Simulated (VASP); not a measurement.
# Mo (Immm) in VASP: further runs, part 2 of 2

VASP 6.6.1. Earlier steps stand in the parts before.

## Step 3: Single point, PBE

File INCAR:

```
SYSTEM = Mo
ALGO     = Fast           ! electronic algorithm
EDIFF    = 1E-7           ! SCF threshold, eV
ENCUT    = 520            ! plane-wave cutoff, eV
GGA      = PE             ! functional
ISIF     = 2              ! what is computed and relaxed
ISMEAR   = 0              ! smearing method
LASPH    = .True.         ! aspherical terms in the spheres
LCHARG   = .False.        ! write CHGCAR
LREAL    = .False.        ! projectors in reciprocal space
LWAVE    = .False.        ! write WAVECAR
NBANDS   = 13             ! bands
NELM     = 60             ! most SCF steps
PREC     = Accurate       ! precision mode
SIGMA    = 0.15           ! smearing width, eV
```

File KPOINTS:

```
k-points
0
Gamma
  20 20 20
  0 0 0
```

File POSCAR:

```
Mo
1.0
   -1.4011144202      1.8751846013      1.4644027894
    1.4011144202     -1.8751846013      1.4644027894
    1.4011144202      1.8751846013     -1.4644027894
Mo
1
Direct
    0.0000000000      0.0000000000      0.0000000000
```

Potentials or basis: VASP PAW PBE potentials, release 64 (Mo_sv).

Started as:

```sh
$ cat potpaw_PBE.64/Mo_sv/POTCAR > POTCAR
$ mpirun -np 1 vasp_std > vasp.out
```

OUTCAR:

```text
SYSTEM = Mo
   EDIFF = 1E-7
   ENCUT = 520
   GGA = PE
   ISIF = 2
   ISMEAR = 0
   LASPH = .True.
   LREAL = .False.
   NELM = 60
   PREC = Accurate

 ion  position               nearest neighbor table
   1  0.000  0.000  0.000-

  LATTYP: Found a body centered orthorhombic cell.
 ALAT       =     2.8022288404
 B/A-ratio  =     1.0451700220
 C/A-ratio  =     1.3383522247

  Lattice vectors:

 A1 = (  -1.4011144202,  -1.8751846013,   1.4644027894)
 A2 = (   1.4011144202,  -1.8751846013,  -1.4644027894)
 A3 = (   1.4011144202,   1.8751846013,   1.4644027894)

Analysis of symmetry for initial positions (statically):
=====================================================================
 Subroutine PRICEL returns:
 Original cell was already a primitive cell.

 Routine SETGRP: Setting up the symmetry group for a
 body centered orthorhombic supercell.

 Subroutine GETGRP returns: Found  8 space group operations
 (whereof  8 operations were pure point group operations)
 out of a pool of  8 trial point group operations.

[... 163 lines left out ...]

 val. band max:       12.5389411369   @ k =  -0.1500   0.1500   0.1500
 cond. band min:      12.5451023079   @ k =  -0.4500   0.3500   0.0000
 fundamental gap:      0.0061611710
 Fermi energy:        12.5390019118

 k-point     1 :       0.0000    0.0000    0.0000
  band No.  band energies     occupation
      1     -48.3099      2.00000
      2     -21.6292      2.00000
      3     -21.5362      2.00000
      4     -21.5003      2.00000
      5       5.5687      2.00000
      6      11.0158      2.00000
      7      11.7301      2.00000
      8      12.2419      1.99491
      9      13.8067      0.00000
     10      15.0504      0.00000
     11      25.6347      0.00000
     12      29.5965      0.00000
     13      30.6743      0.00000
[... 354 lines left out ...]
  band No.  band energies     occupation
      1     -48.0956      2.00000
      2     -22.8160      2.00000
      3     -21.7483      2.00000
      4     -21.6355      2.00000
      5       7.8278      2.00000
      6      11.4304      2.00000
      7      12.0359      2.00000
      8      12.2643      1.99040
      9      15.2680      0.00000
     10      16.4778      0.00000
     11      24.7607      0.00000
     12      27.2776      0.00000
     13      33.2940      0.00000

 [... further k-points ...]
[... 5 lines left out ...]
  --------------------------------------------------------------------------------------
  -------------------------------------------------------------------------------------
  Total        1.6855540      0.1223456      1.4879661      0.0000000      0.0000000     -0.0000000
  in kB      175.4749347     12.7368105    154.9050050      0.0000000      0.0000000     -0.0000000
  external PRESSURE =     114.3722500 kB  Pullay stress =       0.0000000 kB

 VOLUME and BASIS-vectors are now :
 -----------------------------------------------------------------------------
  energy-cutoff  :      520.00
  volume of cell :       15.39
      direct lattice vectors                 reciprocal lattice vectors
    -1.401114420  1.875184601  1.464402789     0.000000000  0.266640415  0.341436116
     1.401114420 -1.875184601  1.464402789     0.356858792  0.000000000  0.341436116
     1.401114420  1.875184601 -1.464402789     0.356858792  0.266640415  0.000000000

 POSITION                                       TOTAL-FORCE (eV/Angst)
 -----------------------------------------------------------------------------------
      0.00000      0.00000      0.00000         0.000000      0.000000      0.000000
 -----------------------------------------------------------------------------------
    total drift:                                0.000000      0.000000      0.000000

  FREE ENERGIE OF THE ION-ELECTRON SYSTEM (eV)
  ---------------------------------------------------
  free  energy   TOTEN  =       -10.5365864315 eV

  energy  without entropy=      -10.5243319321  energy(sigma->0) =      -10.53045918
```

OSZICAR:

```text
N       E                     dE             d eps       ncg     rms          rms(c)
DAV:   1     0.926657149640E+02    0.92666E+02   -0.80592E+03 30619   0.111E+03
DAV:   2    -0.997140178955E+01   -0.10264E+03   -0.98996E+02 34606   0.312E+02
DAV:   3    -0.111158514761E+02   -0.11444E+01   -0.11404E+01 33989   0.328E+01
DAV:   4    -0.111184839915E+02   -0.26325E-02   -0.26325E-02 34041   0.190E+00
DAV:   5    -0.111185005212E+02   -0.16530E-04   -0.16531E-04 34381   0.135E-01    0.148E+01
RMM:   6    -0.106111237093E+02    0.50738E+00   -0.59731E-01 30333   0.728E+00    0.462E+00
RMM:   7    -0.105395519572E+02    0.71572E-01   -0.18096E-01 31131   0.396E+00    0.855E-01
RMM:   8    -0.105367350527E+02    0.28169E-02   -0.92268E-03 34440   0.105E+00    0.130E-01
RMM:   9    -0.105365948249E+02    0.14023E-03   -0.92979E-04 34746   0.320E-01    0.494E-02
RMM:  10    -0.105365884170E+02    0.64079E-05   -0.13217E-04 35425   0.126E-01    0.116E-02
RMM:  11    -0.105365874196E+02    0.99737E-06   -0.14080E-05 35217   0.409E-02    0.491E-03
RMM:  12    -0.105365863906E+02    0.10290E-05   -0.44536E-06 35334   0.205E-02    0.892E-04
RMM:  13    -0.105365865113E+02   -0.12067E-06   -0.54326E-07 26375   0.763E-03    0.759E-04
RMM:  14    -0.105365864315E+02    0.79744E-07   -0.15875E-07 21617   0.339E-03
   1 F= -.10536586E+02 E0= -.10530459E+02  d E =-.122545E-01
```

stdout:

```text
POSCAR found type information on POSCAR Mo
 POSCAR found :  1 types and       1 ions
 scaLAPACK will be used
 LDA part: xc-table for (Slater+PW92), standard interpolation
 POSCAR, INCAR and KPOINTS ok, starting setup
 FFT: planning ... GRIDC
 FFT: planning ... GRID_SOFT
 FFT: planning ... GRID
 WAVECAR not read
 entering main loop
```

Wall time 7.1 min (1 thread of AMD EPYC 7R43 (Zen 3), shared host); peak memory 0.28 GiB.

What came out:

```
Free energy            : -10.5366 eV
Pressure               : 11.4 GPa
Band gap on the k mesh : zero (band 7 reaches 16.59 eV, above the bottom of band 8 at 11.62 eV)
```

Levels at points of the mesh, in eV from the Fermi level:
```tsv
k point	band 3	band 4	band 5	band 6	band 7	band 8	band 9	band 10	band 11	band 12
(0.00, 0.00, 0.00)	-34.08	-34.04	-6.97	-1.52	-0.81	-0.30	1.27	2.51	13.10	17.06
(0.50, 0.00, 0.00)	-34.30	-34.18	-4.92	-1.29	-0.70	1.37	3.44	4.51	11.37	12.84
(0.00, 0.50, 0.00)	-34.63	-34.48	-5.32	-4.54	3.64	3.79	4.43	5.11	12.44	13.82
(0.50, 0.50, 0.00)	-34.44	-34.22	-4.96	-1.97	-0.32	1.83	4.11	4.33	11.89	12.54
(0.50, 0.50, 0.50)	-34.86	-34.64	-5.40	-4.79	4.06	4.73	4.78	5.24	11.30	12.61
```

Caveat: the cell differs from its parent crystal (strain +e along x and -e along y -0.1500, strain +e along z and -e/2 along x and y -0.0733).

## Step 4: Single point, PBE

File INCAR:

```
PREC = Accurate ; ENCUT = 520
EDIFF = 1E-6 ; ISMEAR = 0
SIGMA = 0.15 ; LREAL = False
LASPH = True ; NELM = 80
ALGO = Fast ; ISIF = 2
LWAVE = False ; LCHARG = False
GGA = PE ; NBANDS = 13
```

File KPOINTS:

```
Automatic mesh
0
Gamma
  20 20 20
```

File POSCAR:

```
Mo
1.0
   -1.5091234098      1.8251701972      1.4064082039
    1.5091234098     -1.8251701972      1.4064082039
    1.5091234098      1.8251701972     -1.4064082039
Mo
1
Direct
    0.0000000000      0.0000000000      0.0000000000
```

Potentials or basis: VASP PAW PBE potentials, release 64 (Mo_sv).

Started as:

```sh
$ cat potpaw_PBE.64/Mo_sv/POTCAR > POTCAR
$ mpirun -np 1 vasp_std > vasp.out
```

OUTCAR:

```text
PREC = Accurate
   ENCUT = 520
   EDIFF = 1E-6
   ISMEAR = 0
   LREAL = False
   LASPH = True
   NELM = 80
   ISIF = 2
   GGA = PE

 ion  position               nearest neighbor table
   1  0.000  0.000  0.000-

  LATTYP: Found a body centered orthorhombic cell.
 ALAT       =     2.8128164078
 B/A-ratio  =     1.0730337079
 C/A-ratio  =     1.2977528090

  Lattice vectors:

 A1 = (   1.5091234098,  -1.8251701972,   1.4064082039)
 A2 = (  -1.5091234098,  -1.8251701972,  -1.4064082039)
 A3 = (   1.5091234098,   1.8251701972,  -1.4064082039)

Analysis of symmetry for initial positions (statically):
=====================================================================
 Subroutine PRICEL returns:
 Original cell was already a primitive cell.

 Routine SETGRP: Setting up the symmetry group for a
 body centered orthorhombic supercell.

 Subroutine GETGRP returns: Found  8 space group operations
 (whereof  8 operations were pure point group operations)
 out of a pool of  8 trial point group operations.

The static configuration has the point symmetry D_2h.

Analysis of symmetry for dynamics (positions and initial velocities):
[... 164 lines left out ...]

 k-point     1 :       0.0000    0.0000    0.0000
  band No.  band energies     occupation
      1     -48.4471      2.00000
      2     -21.7931      2.00000
      3     -21.6940      2.00000
      4     -21.6177      2.00000
      5       5.4818      2.00000
      6      10.6405      2.00000
      7      11.7258      2.00000
      8      12.4254      1.63571
      9      13.3272      0.00000
     10      15.1403      0.00000
     11      25.6843      0.00000
     12      28.7398      0.00000
     13      30.3981      0.00000
[... 354 lines left out ...]
  band No.  band energies     occupation
      1     -48.2052      2.00000
      2     -22.9239      2.00000
      3     -22.0791      2.00000
      4     -21.7914      2.00000
      5       7.7294      2.00000
      6      10.2919      2.00000
      7      12.5593      0.72233
      8      12.8455      0.00226
      9      15.3818      0.00000
     10      16.1946      0.00000
     11      24.6787      0.00000
     12      27.7401      0.00000
     13      32.0606      0.00000

 [... further k-points ...]
[... 5 lines left out ...]
  --------------------------------------------------------------------------------------
  -------------------------------------------------------------------------------------
  Total        1.1934633     -0.4241532      1.9679944      0.0000000      0.0000000     -0.0000000
  in kB      123.4014119    -43.8564898    203.4861905      0.0000000      0.0000000     -0.0000000
  external PRESSURE =      94.3437042 kB  Pullay stress =       0.0000000 kB

 VOLUME and BASIS-vectors are now :
 -----------------------------------------------------------------------------
  energy-cutoff  :      520.00
  volume of cell :       15.50
      direct lattice vectors                 reciprocal lattice vectors
    -1.509123410  1.825170197  1.406408204     0.000000000  0.273947055  0.355515560
     1.509123410 -1.825170197  1.406408204     0.331318166  0.000000000  0.355515560
     1.509123410  1.825170197 -1.406408204     0.331318166  0.273947055  0.000000000

 POSITION                                       TOTAL-FORCE (eV/Angst)
 -----------------------------------------------------------------------------------
      0.00000      0.00000      0.00000        -0.000000      0.000000      0.000000
 -----------------------------------------------------------------------------------
    total drift:                                0.000000     -0.000000      0.000000

  FREE ENERGIE OF THE ION-ELECTRON SYSTEM (eV)
  ---------------------------------------------------
  free  energy   TOTEN  =       -10.5886040584 eV

  energy  without entropy=      -10.5763538571  energy(sigma->0) =      -10.58247896
```

stdout:

```text
POSCAR found type information on POSCAR Mo
 POSCAR found :  1 types and       1 ions
 scaLAPACK will be used
 LDA part: xc-table for (Slater+PW92), standard interpolation
 POSCAR, INCAR and KPOINTS ok, starting setup
 FFT: planning ... GRIDC
 FFT: planning ... GRID_SOFT
 FFT: planning ... GRID
 WAVECAR not read
 entering main loop
```

Wall time 3.1 min (1 thread of AMD EPYC 7R43 (Zen 3), shared host); peak memory 0.27 GiB.

What came out:

* Free energy: -10.5886 eV
* Pressure: 9.4 GPa
* Band gap on the k mesh: zero (band 7 reaches 16.47 eV, above the bottom of band 8 at 11.63 eV)

Levels at points of the mesh, in eV from the Fermi level:
| k point | band 3 | band 4 | band 5 | band 6 | band 7 | band 8 | band 9 | band 10 | band 11 | band 12 |
| --- | --- | --- | --- | --- | --- | --- | --- | --- | --- | --- |
| (0.00, 0.00, 0.00) | -34.22 | -34.14 | -7.04 | -1.88 | -0.80 | -0.10 | 0.81 | 2.62 | 13.16 | 16.22 |
| (0.50, 0.00, 0.00) | -34.63 | -34.33 | -5.05 | -2.51 | 0.06 | 1.87 | 3.98 | 4.33 | 11.88 | 12.35 |
| (0.00, 0.50, 0.00) | -34.76 | -34.53 | -5.34 | -4.48 | 3.24 | 3.26 | 4.24 | 5.05 | 12.22 | 13.71 |
| (0.50, 0.50, 0.00) | -34.42 | -34.27 | -4.98 | -1.46 | -0.51 | 1.17 | 2.87 | 4.55 | 11.11 | 12.80 |
| (0.50, 0.50, 0.50) | -35.09 | -34.77 | -5.46 | -4.91 | 3.95 | 4.53 | 4.65 | 5.74 | 10.38 | 12.43 |

Caveat: the cell differs from its parent crystal (strain +e along x and -e along y -0.1000, strain +e along z and -e/2 along x and y -0.1100).

## Step 5: The runs side by side

| cell | further INCAR settings | gap on the mesh (eV) | pressure (GPa) |
| --- | --- | --- | --- |
| a = 2.761 Å, angles 124.5, 100.8, 104.2°, 1 atom | ALGO = Fast; EDIFF = 1e-06; NBANDS = 13 | none | 18.4 |
| a = 2.761 Å, angles 119.0, 94.4, 115.9°, 1 atom | ALGO = Fast; EDIFF = 1e-07; NBANDS = 13 | none | 11.4 |
| a = 2.754 Å, angles 113.6, 97.0, 118.6°, 1 atom | ALGO = Fast; EDIFF = 1e-06; NBANDS = 13 | none | 9.4 |

Alike in all rows: task single point; level PBE; potentials or basis VASP PAW PBE potentials, release 64 (Mo_sv); no spin polarisation; k mesh 20 × 20 × 20; cutoff (eV) 520; smearing gaussian 0.15 eV.

Absolute energies hang on the potentials; compare differences alone.
